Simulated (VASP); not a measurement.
# Si (Fd-3m) in VASP: settings compared

Si is run at these levels: HSE06, PBE; tasks: G0W0 quasiparticle levels.

Program: VASP 6.6.1. These are calculated values, not measurements. Logs are shortened: lines on timing, memory, paths and dates and some standing lists are left out, and cuts for length are marked.

## 1. The cell of the first run

Symmetry: Fd-3m, No. 227, cubic system. The conventional cell has a = 5.444 Å, b = 5.444 Å, c = 5.444 Å, α = 90.00°, β = 90.00°, γ = 90.00°. Within 3.1 Å of Si (site symmetry -43m) lie 4 Si at 2.36 Å.

## 2. G0W0 quasiparticle levels, HSE06

Input file POSCAR:

```
Si
1.0
    0.0000000000      2.7218511865      2.7218511865
    2.7218511865      0.0000000000      2.7218511865
    2.7218511865      2.7218511865      0.0000000000
Si
2
Direct
    0.5000000000      0.5000000000      0.5000000000
    0.7500000000      0.7500000000      0.7500000000
```

Input file INCAR.step1:

```
PREC = Accurate
ENCUT = 500
EDIFF = 1E-5
ISMEAR = 0
SIGMA = 0.02
LREAL = F
LASPH = T
NELM = 100
ALGO = Normal
ISIF = 2
LWAVE = T
LCHARG = F
GGA = PE
```

Input file INCAR.step2:

```
PREC = Accurate
ENCUT = 500
EDIFF = 1E-8
ISMEAR = 0
SIGMA = 0.01
LREAL = F
LASPH = T
NELM = 100
ALGO = Normal
LWAVE = T
LCHARG = F
GGA = PE
LHFCALC = T
HFSCREEN = 0.2
PRECFOCK = Normal
ISTART = 1
```

Input file INCAR.step3:

```
PREC = Accurate
ENCUT = 500
EDIFF = 1E-8
ISMEAR = 0
SIGMA = 0.01
LREAL = F
LASPH = T
NELM = 1
ALGO = Exact
LWAVE = T
LCHARG = F
GGA = PE
LHFCALC = T
HFSCREEN = 0.2
PRECFOCK = Normal
ISTART = 1
NBANDS = 124
LOPTICS = T
```

Input file INCAR.step4:

```
PREC = Accurate
ENCUT = 500
EDIFF = 1E-8
ISMEAR = 0
SIGMA = 0.01
LREAL = F
LASPH = T
ALGO = EVGW0
LWAVE = F
LCHARG = F
GGA = PE
LHFCALC = T
HFSCREEN = 0.2
PRECFOCK = Fast
ISTART = 1
NELMGW = 1
NBANDS = 124
ENCUTGW = 120.0
NOMEGA = 48
NBANDSGW = 12
```

Input file KPOINTS:

```
regular mesh
0
Gamma
  6 6 6
```

Potentials or basis: VASP PAW PBE potentials, release 64 (Si_GW).

Command:

```console
$ cat potpaw_PBE.64/Si_GW/POTCAR > POTCAR
$ cp INCAR.step1 INCAR
$ mpirun -np 1 vasp_std > vasp.out
$ cp INCAR.step2 INCAR
$ mpirun -np 1 vasp_std > vasp.out
$ cp INCAR.step3 INCAR
$ mpirun -np 1 vasp_std > vasp.out
$ cp INCAR.step4 INCAR
$ mpirun -np 1 vasp_std > vasp.out
```

OUTCAR:

```text
PREC = Accurate
   ENCUT = 500
   EDIFF = 1E-8
   ISMEAR = 0
   LREAL = F
   LASPH = T
   GGA = PE
   LHFCALC = T
   HFSCREEN = 0.2
   PRECFOCK = Fast
   ISTART = 1
   NELMGW = 1
   ENCUTGW = 120.0

 ion  position               nearest neighbor table
   1  0.500  0.500  0.500-   2 2.36   2 2.36   2 2.36   2 2.36
   2  0.750  0.750  0.750-   1 2.36   1 2.36   1 2.36   1 2.36

  LATTYP: Found a face centered cubic cell.
 ALAT       =     5.4437023730

  Lattice vectors:

 A1 = (   0.0000000000,   2.7218511865,   2.7218511865)
 A2 = (   2.7218511865,   0.0000000000,   2.7218511865)
 A3 = (   2.7218511865,   2.7218511865,   0.0000000000)

Analysis of symmetry for initial positions (statically):
=====================================================================
 Subroutine PRICEL returns:
 Original cell was already a primitive cell.

 Routine SETGRP: Setting up the symmetry group for a
 face centered cubic supercell.

 Subroutine GETGRP returns: Found 48 space group operations
 (whereof 24 operations were pure point group operations)
 out of a pool of 48 trial point group operations.

The static configuration has the point symmetry T_d .
 The point group associated with its full space group is O_h .

Analysis of symmetry for dynamics (positions and initial velocities):
=====================================================================
 Subroutine PRICEL returns:
 Original cell was already a primitive cell.

 Routine SETGRP: Setting up the symmetry group for a
 face centered cubic supercell.

 Subroutine GETGRP returns: Found 48 space group operations
 (whereof 24 operations were pure point group operations)
 out of a pool of 48 trial point group operations.

The dynamic configuration has the point symmetry T_d .
 The point group associated with its full space group is O_h .

 Subroutine INISYM returns: Found 48 space group operations
 (whereof 24 operations are pure point group operations),
 and found     1 'primitive' translations

[... 81 lines left out ...]
   LSORBIT =      F    spin-orbit coupling
   LASPH  =      T    aspherical Exc in radial PAW
   ENCUT  =  500.0 eV  36.75 Ry    6.06 a.u.   7.02  7.02  7.02*2*pi/ulx,y,z
   NELM   =     60;   NELMIN=  2; NELMDL=  0     # of ELM steps
   EDIFF  = 0.1E-07   stopping-criterion for ELM
   LREAL  =      F    real-space projection
   EDIFFG = 0.1E-06   stopping-criterion for IOM
   NSW    =      0    number of steps for IOM
   IBRION =     -1    ionic relax: 0-MD 1-quasi-New 2-CG
   NFREE  =      0    steps in history (QN), initial steepest desc. (CG)
   ISIF   =      0    stress and relaxation
   ISYM   =      3    0-nonsym 1-usesym 2-fastsym
   POTIM  = 0.5000    time-step for ionic-motion
   TEBEG  =    0.0;   TEEND  =   0.0 temperature during run
   PSTRESS=    0.0 pullay stress
   NELECT =       8.0000    total number of electrons
   NUPDOWN=      -1.0000    fix difference up-down
   EMIN   =  10.00;   EMAX   =-10.00  energy-range for DOS
   EFERMI =   0.00;   METHOD = LEGACY
   ISMEAR =     0;   SIGMA  =   0.01  broadening in eV -4-tet -1-fermi 0-gaus
   EFERMI_NEDOS =   21; number of points for ismear=-14 and -15
   IALGO  =     38    algorithm
   IMIX   =      1    mixing-type and parameters
     AMIX     =   0.40;   BMIX     =  1.00
     AMIX_MAG =   1.60;   BMIX_MAG =  1.00
  volume/ion in A,a.u.               =      20.16       136.08
  Fermi-wavevector in a.u.,A,eV,Ry     =   0.954766  1.804247 12.402783  0.911579
  Thomas-Fermi vector in A             =   2.083543
   LORBIT       =      0    0 simple, 1 ext, 2 COOP (PROOUT), +10 PAW based schemes
   GGA     = PE    functional components
   LHFCALC =     T    Hartree Fock is set to
   PRECFOCK=fast      Normal, Fast or Accurate (Low or Medium for compatibility)
   ENCUT4O =  -1.0   cutoff for four orbital integrals eV
   NKREDX  =     1    reduce k-point grid by
   NKREDY  =     1    reduce k-point grid by
   NKREDZ  =     1    reduce k-point grid by
   AEXX    =    1.0000 exact exchange contribution
   HFSCREEN=    0.0000 screening length (either q_TF or 0.3 A-1)
   HFSCREENC=   0.2000 screening length for correlation (either q_TF or 0.3 A-1)
   ENCUTFOCK=  -1.0 apply spherical cutoff to Coloumb kernel
   IVDW    =     0    specifies the selected vdW correction
   LEPSILON=     F    determine dielectric tensor
   LRPA    =     F    only Hartree local field effects (RPA)
   LRPAFORCE           =     F    calculate RPA forces
   ENCUTGW             = 120.0    cutoff for response function in eV
   ENCUTGWSOFT         =  96.0    soft cutoff for Coulomb kernel in GW response function in eV
   ENCUTLF             =  -1.0    cutoff for local field effects
   NELMGW              =     1    number of iterations in solving QP/BSE equation
   NELMHF              =     1    number of iterations in the inner HF iteration
   NKREDLFX            =     1    NKREDLFY  =   1   NKREDLFZ  =   1
 non-spin polarized calculation
 Gauss-broadening in eV      SIGMA  =   0.01
  energy-cutoff  :      500.00
  volume of cell :       40.33
 maximum number of plane-waves:      1034
  NGX = 16; NGY = 16; NGZ = 16
 maximum number of plane-waves:       129

 QP shifts <psi_nk| G(iteration)W_0 |psi_nk>: iteration 1
 for sc-GW calculations column KS-energies equals QP-energies in previous step
 and V_xc(KS)=  KS-energies - (<T + V_ion + V_H > + <T+V_H+V_ion>^1  + <V_x>^1)

 k-point   1 :       0.0000    0.0000    0.0000
  band No.  KS-energies  QP-energies   sigma(KS)   V_xc(KS)     V^pw_x(r,r')   Z            occupation Imag(sigma)

      1      -8.2009      -7.6032     -11.2364     -12.1247     -17.4748       0.6728       2.0000       1.1510
      2       5.0384       4.8029     -12.0427     -11.7416     -12.8495       0.7819       2.0000       0.0534
      3       5.0384       4.8029     -12.0427     -11.7416     -12.8495       0.7819       2.0000       0.0534
      4       5.0384       4.8029     -12.0427     -11.7416     -12.8495       0.7819       2.0000       0.0534
      5       8.3708       8.3116      -9.7024      -9.6259      -5.6171       0.7741       0.0000      -0.0780
      6       8.3708       8.3116      -9.7024      -9.6259      -5.6171       0.7741       0.0000      -0.0780
      7       8.3708       8.3116      -9.7024      -9.6259      -5.6171       0.7741       0.0000      -0.0780
      8       9.2594       9.2224     -10.4388     -10.3907      -5.9198       0.7694       0.0000      -0.0887
      9      13.8055      13.3397      -7.8357      -7.2369      -2.6217       0.7780       0.0000      -0.2723
     10      13.8266      13.6352      -9.5066      -9.2532      -4.2112       0.7555       0.0000      -0.2160
     11      13.8266      13.6352      -9.5066      -9.2532      -4.2112       0.7555       0.0000      -0.2160
     12      17.3500      16.7041      -8.3788      -7.5299      -2.2251       0.7609       0.0000      -0.5602
[... 228 lines left out ...]
      1      -3.4789      -3.1549     -11.6730     -12.1258     -16.0435       0.7157       2.0000       0.5302
      2      -3.4789      -3.1549     -11.6730     -12.1258     -16.0435       0.7157       2.0000       0.5302
      3       1.0951       0.9982     -10.9711     -10.8414     -13.0268       0.7471       2.0000       0.1049
      4       1.0951       0.9982     -10.9711     -10.8414     -13.0268       0.7471       2.0000       0.1049
      5       8.5098       8.3750      -9.2371      -9.0638      -5.0657       0.7779       0.0000      -0.0844
      6       8.5098       8.3750      -9.2371      -9.0638      -5.0657       0.7779       0.0000      -0.0844
      7      12.8361      12.5623      -9.7253      -9.3598      -4.3007       0.7492       0.0000      -0.2297
      8      12.8361      12.5623      -9.7253      -9.3598      -4.3007       0.7492       0.0000      -0.2297
      9      16.8877      16.4656     -10.2177      -9.6485      -3.8359       0.7418       0.0000      -0.5372
     10      16.8877      16.4656     -10.2177      -9.6485      -3.8359       0.7418       0.0000      -0.5372
     11      19.2968      18.8421      -9.9323      -9.3241      -3.3504       0.7478       0.0000      -0.7027
     12      19.2968      18.8421      -9.9323      -9.3241      -3.3504       0.7478       0.0000      -0.7027
```

OUTCAR.step1:

```text
PREC = Accurate
   ENCUT = 500
   EDIFF = 1E-5
   ISMEAR = 0
   LREAL = F
   LASPH = T
[... 387 lines left out ...]
 -----------------------------------------------------------------------------------
      2.72185      2.72185      2.72185        -0.000000     -0.000000     -0.000000
      4.08278      4.08278      4.08278         0.000000      0.000000      0.000000
 -----------------------------------------------------------------------------------
    total drift:                                0.000000      0.000000     -0.000000

  FREE ENERGIE OF THE ION-ELECTRON SYSTEM (eV)
  ---------------------------------------------------
  free  energy   TOTEN  =       -10.8186349227 eV

  energy  without entropy=      -10.8186349227  energy(sigma->0) =      -10.81863492
```

OUTCAR.step2:

```text
PREC = Accurate
   ENCUT = 500
   EDIFF = 1E-8
   ISMEAR = 0
   LREAL = F
   LASPH = T
[... 390 lines left out ...]
 -----------------------------------------------------------------------------------
      2.72185      2.72185      2.72185        -0.000000     -0.000000     -0.000000
      4.08278      4.08278      4.08278         0.000000      0.000000      0.000000
 -----------------------------------------------------------------------------------
    total drift:                                0.000000      0.000000      0.000000

  FREE ENERGIE OF THE ION-ELECTRON SYSTEM (eV)
  ---------------------------------------------------
  free  energy   TOTEN  =       -12.5245233222 eV

  energy  without entropy=      -12.5245233222  energy(sigma->0) =      -12.52452332
```

Wall time 4.7 h (1 thread of Intel Xeon 8259CL, shared host); peak memory 0.94 GiB.

What came out:

| Property | Result |
| --- | --- |
| Quasiparticle gap | 1.46 eV |
| Least direct quasiparticle gap | 3.51 eV |
| Band gap of the starting levels on the mesh | 1.31 eV |
| Least direct gap of the starting levels on the mesh | 3.33 eV |

Caveat: bands, screening cutoff and mesh are small and nothing is extrapolated, so the quasiparticle values aren't converged.

## 3. G0W0 quasiparticle levels, PBE

POSCAR is that of step 2.

Input file INCAR.step1:

```
  PREC = Accurate
  ENCUT = 500
  EDIFF = 1E-8
  ISMEAR = 0
  SIGMA = 0.01
  LREAL = F
  LASPH = T
  NELM = 80
  ALGO = Normal
  LWAVE = T
  LCHARG = F
  GGA = PE
```

Input file INCAR.step2:

```
  PREC = Accurate
  ENCUT = 500
  EDIFF = 1E-8
  ISMEAR = 0
  SIGMA = 0.01
  LREAL = F
  LASPH = T
  NELM = 1
  ALGO = Exact
  LWAVE = T
  LCHARG = F
  GGA = PE
  NBANDS = 124
  LOPTICS = T
  ISTART = 1
```

Input file INCAR.step3:

```
  PREC = Accurate
  ENCUT = 500
  EDIFF = 1E-8
  ISMEAR = 0
  SIGMA = 0.01
  LREAL = F
  LASPH = T
  ALGO = EVGW0
  LWAVE = F
  LCHARG = F
  GGA = PE
  NELMGW = 1
  NBANDS = 124
  ENCUTGW = 120.0
  NOMEGA = 96
  PRECFOCK = Fast
  ISTART = 1
  NBANDSGW = 12
  OMEGAMAX = 20
```

Input file KPOINTS:

```
Automatic mesh
0
Gamma
  6 6 6
```

Potentials or basis: VASP PAW PBE potentials, release 64 (Si_GW).

Command:

```console
$ cat potpaw_PBE.64/Si_GW/POTCAR > POTCAR
$ cp INCAR.step1 INCAR
$ mpirun -np 1 vasp_std > vasp.out
$ cp INCAR.step2 INCAR
$ mpirun -np 1 vasp_std > vasp.out
$ cp INCAR.step3 INCAR
$ mpirun -np 1 vasp_std > vasp.out
```

OUTCAR:

```text
PREC = Accurate
   ENCUT = 500
   EDIFF = 1E-8
   ISMEAR = 0
   LREAL = F
   LASPH = T
   GGA = PE
   NELMGW = 1
   ENCUTGW = 120.0
   PRECFOCK = Fast
   ISTART = 1

 ion  position               nearest neighbor table
   1  0.500  0.500  0.500-   2 2.36   2 2.36   2 2.36   2 2.36
   2  0.750  0.750  0.750-   1 2.36   1 2.36   1 2.36   1 2.36

  LATTYP: Found a face centered cubic cell.
 ALAT       =     5.4437023730

  Lattice vectors:

 A1 = (   0.0000000000,   2.7218511865,   2.7218511865)
 A2 = (   2.7218511865,   0.0000000000,   2.7218511865)
 A3 = (   2.7218511865,   2.7218511865,   0.0000000000)

Analysis of symmetry for initial positions (statically):
=====================================================================
 Subroutine PRICEL returns:
 Original cell was already a primitive cell.

 Routine SETGRP: Setting up the symmetry group for a
 face centered cubic supercell.

 Subroutine GETGRP returns: Found 48 space group operations
 (whereof 24 operations were pure point group operations)
 out of a pool of 48 trial point group operations.

The static configuration has the point symmetry T_d .
 The point group associated with its full space group is O_h .

Analysis of symmetry for dynamics (positions and initial velocities):
=====================================================================
 Subroutine PRICEL returns:
 Original cell was already a primitive cell.

[... 113 lines left out ...]
   EFERMI =   0.00;   METHOD = LEGACY
   ISMEAR =     0;   SIGMA  =   0.01  broadening in eV -4-tet -1-fermi 0-gaus
   EFERMI_NEDOS =   21; number of points for ismear=-14 and -15
   IALGO  =     38    algorithm
   IMIX   =      4    mixing-type and parameters
     AMIX     =   0.40;   BMIX     =  1.00
     AMIX_MAG =   1.60;   BMIX_MAG =  1.00
  volume/ion in A,a.u.               =      20.16       136.08
  Fermi-wavevector in a.u.,A,eV,Ry     =   0.954766  1.804247 12.402783  0.911579
  Thomas-Fermi vector in A             =   2.083543
   LORBIT       =      0    0 simple, 1 ext, 2 COOP (PROOUT), +10 PAW based schemes
   GGA     = PE    functional components
   LHFCALC =     T    Hartree Fock is set to
   PRECFOCK=fast      Normal, Fast or Accurate (Low or Medium for compatibility)
   ENCUT4O =  -1.0   cutoff for four orbital integrals eV
   NKREDX  =     1    reduce k-point grid by
   NKREDY  =     1    reduce k-point grid by
   NKREDZ  =     1    reduce k-point grid by
   AEXX    =    1.0000 exact exchange contribution
   HFSCREEN=    0.0000 screening length (either q_TF or 0.3 A-1)
   HFSCREENC=   0.0000 screening length for correlation (either q_TF or 0.3 A-1)
   ENCUTFOCK=  -1.0 apply spherical cutoff to Coloumb kernel
   IVDW    =     0    specifies the selected vdW correction
   LEPSILON=     F    determine dielectric tensor
   LRPA    =     F    only Hartree local field effects (RPA)
   LRPAFORCE           =     F    calculate RPA forces
   ENCUTGW             = 120.0    cutoff for response function in eV
   ENCUTGWSOFT         =  96.0    soft cutoff for Coulomb kernel in GW response function in eV
   ENCUTLF             =  -1.0    cutoff for local field effects
   NELMGW              =     1    number of iterations in solving QP/BSE equation
   NELMHF              =     1    number of iterations in the inner HF iteration
   NKREDLFX            =     1    NKREDLFY  =   1   NKREDLFZ  =   1
 non-spin polarized calculation
 Gauss-broadening in eV      SIGMA  =   0.01
  energy-cutoff  :      500.00
  volume of cell :       40.33
 maximum number of plane-waves:      1034
  NGX = 16; NGY = 16; NGZ = 16
   NGX = 13   NGY = 13   NGZ = 13
 maximum number of plane-waves:       129

 QP shifts <psi_nk| G(iteration)W_0 |psi_nk>: iteration 1
 for sc-GW calculations column KS-energies equals QP-energies in previous step
 and V_xc(KS)=  KS-energies - (<T + V_ion + V_H > + <T+V_H+V_ion>^1  + <V_x>^1)

 k-point   1 :       0.0000    0.0000    0.0000
  band No.  KS-energies  QP-energies   sigma(KS)   V_xc(KS)     V^pw_x(r,r')   Z            occupation Imag(sigma)

      1      -6.5136      -6.8674     -10.9973     -10.4438     -17.4867       0.6391       2.0000       1.1207
      2       5.4008       4.9458     -11.9900     -11.3897     -12.7052       0.7579       2.0000       0.0249
      3       5.4008       4.9458     -11.9900     -11.3897     -12.7052       0.7579       2.0000       0.0249
      4       5.4008       4.9458     -11.9900     -11.3897     -12.7052       0.7579       2.0000       0.0249
      5       7.9570       8.1132      -9.8844     -10.0919      -5.7149       0.7530       0.0000      -0.0696
      6       7.9570       8.1132      -9.8844     -10.0919      -5.7149       0.7530       0.0000      -0.0696
      7       7.9570       8.1132      -9.8844     -10.0919      -5.7149       0.7530       0.0000      -0.0696
      8       8.6788       8.9654     -10.6703     -11.0548      -6.0920       0.7454       0.0000      -0.0800
      9      13.1179      13.3150      -9.7225      -9.9896      -4.2080       0.7383       0.0000      -0.2359
     10      13.1179      13.3150      -9.7225      -9.9896      -4.2080       0.7383       0.0000      -0.2359
     11      13.3281      13.1172      -8.0349      -7.7590      -2.6692       0.7645       0.0000      -0.2817
     12      16.6238      16.5394      -8.4545      -8.3410      -2.2713       0.7444       0.0000      -0.6267
[... 228 lines left out ...]
      1      -2.2778      -2.6851     -11.5294     -10.9407     -16.0411       0.6917       2.0000       0.5064
      2      -2.2778      -2.6851     -11.5294     -10.9407     -16.0411       0.6917       2.0000       0.5064
      3       1.7822       1.2586     -10.8497     -10.1238     -12.9347       0.7214       2.0000       0.0825
      4       1.7822       1.2586     -10.8497     -10.1238     -12.9347       0.7214       2.0000       0.0825
      5       8.1484       8.2054      -9.4584      -9.5338      -5.1783       0.7567       0.0000      -0.0752
      6       8.1484       8.2054      -9.4584      -9.5338      -5.1783       0.7567       0.0000      -0.0752
      7      12.1356      12.2496      -9.9838     -10.1403      -4.3479       0.7288       0.0000      -0.2377
      8      12.1356      12.2496      -9.9838     -10.1403      -4.3479       0.7288       0.0000      -0.2377
      9      15.9274      16.0497     -10.5020     -10.6716      -3.8597       0.7211       0.0000      -0.5693
     10      15.9274      16.0497     -10.5020     -10.6716      -3.8597       0.7211       0.0000      -0.5693
     11      18.2951      18.4044     -10.2328     -10.3837      -3.3660       0.7244       0.0000      -0.7487
     12      18.2951      18.4044     -10.2328     -10.3837      -3.3660       0.7244       0.0000      -0.7487
```

Wall time 12 min (1 thread of Intel Xeon 8259CL, shared host); peak memory 0.72 GiB.

Results:

```
Quasiparticle gap                                   : 1.19 eV
Least direct quasiparticle gap                      : 3.17 eV
Band gap of the starting levels on the mesh         : 0.72 eV
Least direct gap of the starting levels on the mesh : 2.56 eV
```

Caveat: bands, screening cutoff and mesh are small and nothing is extrapolated, so the quasiparticle values aren't converged.
